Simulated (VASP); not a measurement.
# SiB5 (I4/mmm) in VASP: single point with PBE

Aim: the single point of SiB5 with PBE.

All numbers are computed with VASP 6.6.1; they aren't measurements. Logs are shortened: lines on timing, memory, paths and dates and some standing lists are left out, and cuts for length are marked.

### 1 The cell of the first run

The structure is tetragonal, space group I4/mmm (No. 139). The conventional cell has a = 4.073 Å, b = 4.073 Å, c = 6.442 Å, α = 90.00°, β = 90.00°, γ = 90.00°. Si (site symmetry 4/mmm) has 12 B at 2.19 to 2.88 Å within 2.9 Å. B (site symmetry 2mm) has 2 B at 1.59 to 1.63 Å within 2.1 Å. Within 2.9 Å of B (site symmetry 4/mmm) lie 8 B at 2.19 Å and 4 Si at 2.88 Å.

### 2 Single point, PBE

INCAR reads:

```
PREC     = Accurate       # precision mode
ENCUT    = 500            # plane-wave cutoff, eV
EDIFF    = 1E-6           # SCF threshold, eV
ISMEAR   = 0              # smearing method
SIGMA    = 0.2            # smearing width, eV
LREAL    = False          # projectors in reciprocal space
LASPH    = True           # aspherical terms in the spheres
NELM     = 120            # most SCF steps
ALGO     = Normal         # electronic algorithm
ISIF     = 2              # what is computed and relaxed
LWAVE    = False          # write WAVECAR
LCHARG   = False          # write CHGCAR
GGA      = PE             # functional
NBANDS   = 18             # bands
GGA_COMPAT= False
```

KPOINTS reads:

```
Automatic mesh
0
Gamma
  5 5 5
```

POSCAR reads:

```
SiB5
1.0
   -2.0364093983      2.0364093983      3.2210940100
    2.0364093983     -2.0364093983      3.2210940100
    2.0364093983      2.0364093983     -3.2210940100
Si B
1 5
Direct
    0.5000000000      0.5000000000      0.0000000000
    0.6235274953      0.1235274953      0.5000000000
    0.1235274953      0.6235274953      0.5000000000
    0.3764725047      0.8764725047      0.5000000000
    0.8764725047      0.3764725047      0.5000000000
    0.0000000000      0.0000000000      0.0000000000
```

Potentials or basis: VASP PAW PBE potentials, release 64 (Si, B).

Run with:

```
> cat potpaw_PBE.64/Si/POTCAR potpaw_PBE.64/B/POTCAR > POTCAR
> mpirun -np 1 vasp_std > vasp.out
```

OUTCAR:

```text
PREC = Accurate
   ENCUT = 500
   EDIFF = 1E-6
   ISMEAR = 0
   LREAL = False
   LASPH = True
   NELM = 120
   ISIF = 2
   GGA = PE

 ion  position               nearest neighbor table
   1  0.500  0.500  0.000-   4 2.19   5 2.19   2 2.19   3 2.19   3 2.19   2 2.19   4 2.19   5 2.19

   2  0.624  0.124  0.500-   4 1.59   5 1.63   1 2.19   1 2.19
   3  0.124  0.624  0.500-   5 1.59   4 1.63   1 2.19   1 2.19
   4  0.376  0.876  0.500-   2 1.59   3 1.63   1 2.19   1 2.19
   5  0.876  0.376  0.500-   3 1.59   2 1.63   1 2.19   1 2.19
   6  0.000  0.000  0.000-

  LATTYP: Found a body centered tetragonal cell.
 ALAT       =     4.0728187966
 C/A-ratio  =     1.5817516913

  Lattice vectors:

 A1 = (  -2.0364093983,   2.0364093983,   3.2210940100)
 A2 = (   2.0364093983,  -2.0364093983,   3.2210940100)
 A3 = (   2.0364093983,   2.0364093983,  -3.2210940100)

Analysis of symmetry for initial positions (statically):
=====================================================================
 Subroutine PRICEL returns:
 Original cell was already a primitive cell.

 Routine SETGRP: Setting up the symmetry group for a
 body centered tetragonal supercell.

 Subroutine GETGRP returns: Found 16 space group operations
 (whereof 16 operations were pure point group operations)
 out of a pool of 16 trial point group operations.

The static configuration has the point symmetry D_4h.

Analysis of symmetry for dynamics (positions and initial velocities):
=====================================================================
 Subroutine PRICEL returns:
 Original cell was already a primitive cell.

 Routine SETGRP: Setting up the symmetry group for a
 body centered tetragonal supercell.

 Subroutine GETGRP returns: Found 16 space group operations
 (whereof 16 operations were pure point group operations)
 out of a pool of 16 trial point group operations.

The dynamic configuration has the point symmetry D_4h.

 Subroutine INISYM returns: Found 16 space group operations
 (whereof 16 operations are pure point group operations),
 and found     1 'primitive' translations

----------------------------------------------------------------------------------------

                                     Primitive cell

  volume of cell :      53.4310

  direct lattice vectors                    reciprocal lattice vectors
    -2.036409398  2.036409398  3.221094010     0.000000000  0.245530197  0.155226764
     2.036409398 -2.036409398  3.221094010     0.245530197  0.000000000  0.155226764
     2.036409398  2.036409398 -3.221094010     0.245530197  0.245530197  0.000000000

  length of vectors
     4.320806996  4.320806996  4.320806996     0.290483090  0.290483090  0.347232134

  position of ions in fractional coordinates (direct lattice)
     0.500000000  0.500000000  0.000000000
     0.623527495  0.123527495  0.500000000
     0.123527495  0.623527495  0.500000000
     0.376472505  0.876472505  0.500000000
     0.876472505  0.376472505  0.500000000
     0.000000000  0.000000000  0.000000000

  ion indices of the primitive-cell ions
   primitive index   ion index
                 1           1
                 2           2
                 3           3
                 4           4
                 5           5
                 6           6

----------------------------------------------------------------------------------------

 KPOINTS: Automatic mesh

Automatic generation of k-mesh.
 Grid dimensions read from file:
 generate k-points for:    5    5    5

 Generating k-lattice:

  Cartesian coordinates                     Fractional coordinates (reciprocal lattice)
     0.000000000  0.049106039  0.031045353     0.200000000  0.000000000  0.000000000
     0.049106039  0.000000000  0.031045353     0.000000000  0.200000000  0.000000000
     0.049106039  0.049106039  0.000000000     0.000000000  0.000000000  0.200000000

  Length of vectors
     0.058096618  0.058096618  0.069446427

  Shift w.r.t. Gamma in fractional coordinates (k-lattice)
     0.000000000  0.000000000  0.000000000

 Subroutine IBZKPT returns following result:
 ===========================================

 Found     18 irreducible k-points:

 Following reciprocal coordinates:
            Coordinates               Weight
  0.000000  0.000000  0.000000      1.000000
  0.200000  0.000000 -0.000000      8.000000
  0.400000  0.000000 -0.000000      8.000000
  0.200000  0.200000 -0.000000      8.000000
  0.400000  0.200000 -0.000000     16.000000
 -0.400000  0.200000  0.000000     16.000000
[... 10 lines left out ...]
 -0.400000  0.400000  0.400000      4.000000
 -0.400000 -0.400000  0.400000      2.000000
   k-points           NKPTS =     18   k-points in BZ     NKDIM =     18   number of bands    NBANDS=     18
   number of dos      NEDOS =    301   number of ions     NIONS =      6
   total plane-waves  NPLWV =  32768
   dimension x,y,z NGX =    32 NGY =   32 NGZ =   32
   dimension x,y,z NGXF=    64 NGYF=   64 NGZF=   64
   ions per type =               1   5
   NGX,Y,Z   is equivalent  to a cutoff of  12.31, 12.31, 12.31 a.u.
   NGXF,Y,Z  is equivalent  to a cutoff of  24.62, 24.62, 24.62 a.u.
 SYSTEM =  unknown system
   PREC   = accura    normal or accurate (medium, high low for compatibility)
   ISTART =      0    job   : 0-new  1-cont  2-samecut
   ICHARG =      2    charge: 1-file 2-atom 10-const
   ISPIN  =      1    spin polarized calculation?
   LNONCOLLINEAR =      F non collinear calculations
   LSORBIT =      F    spin-orbit coupling
   LASPH  =      T    aspherical Exc in radial PAW
   ENCUT  =  500.0 eV  36.75 Ry    6.06 a.u.   7.88  7.88  7.88*2*pi/ulx,y,z
   NELM   =    120;   NELMIN=  2; NELMDL= -5     # of ELM steps
   EDIFF  = 0.1E-05   stopping-criterion for ELM
   LREAL  =      F    real-space projection
   EDIFFG = 0.1E-04   stopping-criterion for IOM
   NSW    =      0    number of steps for IOM
   IBRION =     -1    ionic relax: 0-MD 1-quasi-New 2-CG
   NFREE  =      0    steps in history (QN), initial steepest desc. (CG)
   ISIF   =      2    stress and relaxation
   ISYM   =      2    0-nonsym 1-usesym 2-fastsym
   POTIM  = 0.5000    time-step for ionic-motion
   TEBEG  =    0.0;   TEEND  =   0.0 temperature during run
   PSTRESS=    0.0 pullay stress
   NELECT =      19.0000    total number of electrons
   NUPDOWN=      -1.0000    fix difference up-down
   EMIN   =  10.00;   EMAX   =-10.00  energy-range for DOS
   EFERMI =   0.00;   METHOD = LEGACY
   ISMEAR =     0;   SIGMA  =   0.20  broadening in eV -4-tet -1-fermi 0-gaus
   EFERMI_NEDOS =   21; number of points for ismear=-14 and -15
   IALGO  =     38    algorithm
   IMIX   =      4    mixing-type and parameters
     AMIX     =   0.40;   BMIX     =  1.00
     AMIX_MAG =   1.60;   BMIX_MAG =  1.00
  volume/ion in A,a.u.               =       8.91        60.10
  Fermi-wavevector in a.u.,A,eV,Ry     =   1.159831  2.191763 18.302676  1.345209
  Thomas-Fermi vector in A             =   2.296420
   LORBIT       =      0    0 simple, 1 ext, 2 COOP (PROOUT), +10 PAW based schemes
   GGA     = PE    functional components
   LHFCALC =     F    Hartree Fock is set to
   AEXX    =    0.0000 exact exchange contribution
   IVDW    =     0    specifies the selected vdW correction
   LEPSILON=     F    determine dielectric tensor
   LRPA    =     F    only Hartree local field effects (RPA)
 non-spin polarized calculation
 Gauss-broadening in eV      SIGMA  =   0.20
  energy-cutoff  :      500.00
  volume of cell :       53.43
 maximum number of plane-waves:      1392
   NGX = 15   NGY = 15   NGZ = 15

 number of electron      18.9999999 magnetization

 Free energy of the ion-electron system (eV)
  ---------------------------------------------------
  ext. energy  EPLUGINS =         0.00000000
  ---------------------------------------------------
  free energy    TOTEN  =       -33.12644929 eV

  energy without entropy =      -33.09452598  energy(sigma->0) =      -33.11048764

 E-fermi :   6.6896     XC(G=0): -11.4100

 val. band max:        6.5934780792   @ k =   0.0000   0.0000   0.0000
 cond. band min:       6.7463759105   @ k =  -0.4000  -0.4000   0.2000
 fundamental gap:      0.1528978314
 Fermi energy:         6.6895768460

 k-point     1 :       0.0000    0.0000    0.0000
  band No.  band energies     occupation
      1      -8.1133      2.00000
      2      -0.7553      2.00000
      3       1.1389      2.00000
      4       1.1389      2.00000
      5       1.2824      2.00000
      6       1.5510      2.00000
[... 10 lines left out ...]
     17      15.7714      0.00000
     18      16.8580      0.00000

 k-point     2 :       0.2000    0.0000   -0.0000
  band No.  band energies     occupation
      1      -7.7102      2.00000
      2      -2.2563      2.00000
      3       0.8821      2.00000
      4       1.0448      2.00000
      5       1.1545      2.00000
      6       1.2701      2.00000
[... 10 lines left out ...]
     17      14.4067      0.00000
     18      15.7314      0.00000

 k-point     3 :       0.4000    0.0000   -0.0000
  band No.  band energies     occupation
      1      -6.5317      2.00000
      2      -4.5672      2.00000
      3       0.3710      2.00000
      4       0.4398      2.00000
      5       1.4757      2.00000
      6       1.5619      2.00000
[... 10 lines left out ...]
     17      14.1955      0.00000
     18      15.8953      0.00000

 k-point     4 :       0.2000    0.2000   -0.0000
  band No.  band energies     occupation
      1      -7.1168      2.00000
      2      -2.9020      2.00000
      3      -1.2312      2.00000
      4      -0.0191      2.00000
      5       1.3617      2.00000
      6       1.9085      2.00000
[... 249 lines left out ...]
      4       0.2820      2.00000
      5       0.2820      2.00000
      6       2.0796      2.00000
[... 10 lines left out ...]
     17      13.3521      0.00000
     18      17.4561      0.00000

 k-point    17 :      -0.4000    0.4000    0.4000
  band No.  band energies     occupation
      1      -6.1922      2.00000
      2      -3.4362      2.00000
      3      -3.0976      2.00000
      4      -0.3741      2.00000
      5      -0.0270      2.00000
      6       3.1539      2.00000
[... 10 lines left out ...]
     17      14.8467      0.00000
     18      15.3368      0.00000

 k-point    18 :      -0.4000   -0.4000    0.4000
  band No.  band energies     occupation
      1      -6.7482      2.00000
      2      -2.9241      2.00000
      3      -1.7479      2.00000
      4      -0.5687      2.00000
      5      -0.5687      2.00000
      6       2.1045      2.00000
[... 10 lines left out ...]
     17      13.9552      0.00000
     18      15.0241      0.00000

------------------------ aborting loop because EDIFF is reached ----------------------------------------

  FORCE on cell =-STRESS in cart. coord.  units (eV):
  Direction    XX          YY          ZZ          XY          YZ          ZX
  --------------------------------------------------------------------------------------
  -------------------------------------------------------------------------------------
  Total        0.0312801      0.0312801     -0.0316361      0.0000000      0.0000000      0.0000000
  in kB        0.9379620      0.9379620     -0.9486359      0.0000000      0.0000000      0.0000000
  external PRESSURE =       0.3090960 kB  Pullay stress =       0.0000000 kB

 VOLUME and BASIS-vectors are now :
 -----------------------------------------------------------------------------
  energy-cutoff  :      500.00
  volume of cell :       53.43
      direct lattice vectors                 reciprocal lattice vectors
    -2.036409398  2.036409398  3.221094010     0.000000000  0.245530197  0.155226764
     2.036409398 -2.036409398  3.221094010     0.245530197  0.000000000  0.155226764
     2.036409398  2.036409398 -3.221094010     0.245530197  0.245530197  0.000000000

 POSITION                                       TOTAL-FORCE (eV/Angst)
 -----------------------------------------------------------------------------------
      0.00000      0.00000      3.22109         0.000000      0.000000     -0.000000
      0.00000      2.03641      0.79579        -0.000000      0.000000      0.071652
      2.03641      0.00000      0.79579         0.000000     -0.000000      0.071652
      2.03641      0.00000      2.42531         0.000000     -0.000000     -0.071652
      0.00000      2.03641      2.42531        -0.000000      0.000000     -0.071652
      0.00000      0.00000      0.00000         0.000000      0.000000      0.000000
 -----------------------------------------------------------------------------------
    total drift:                                0.000000      0.000000      0.000000

  FREE ENERGIE OF THE ION-ELECTRON SYSTEM (eV)
  ---------------------------------------------------
  free  energy   TOTEN  =       -33.1264492944 eV

  energy  without entropy=      -33.0945259805  energy(sigma->0) =      -33.11048764
```

Run time: 7.4 s. Hardware: 1 thread of Intel Xeon 6975P-C (Granite Rapids), shared host; peak memory 0.16 GiB.

What came out:

```
Free energy   : -33.1264 eV
Pressure      : 0.0 GPa
Largest force : 0.072 eV/Å
```

Forces on the atoms (eV/Å):
```
Si   0.000  0.000  0.000
B    0.000  0.000  0.072
B    0.000  0.000  0.072
B    0.000  0.000 -0.072
B    0.000  0.000 -0.072
B    0.000  0.000  0.000
```

Caveat: the k points lie up to 0.44 Å⁻¹ apart.
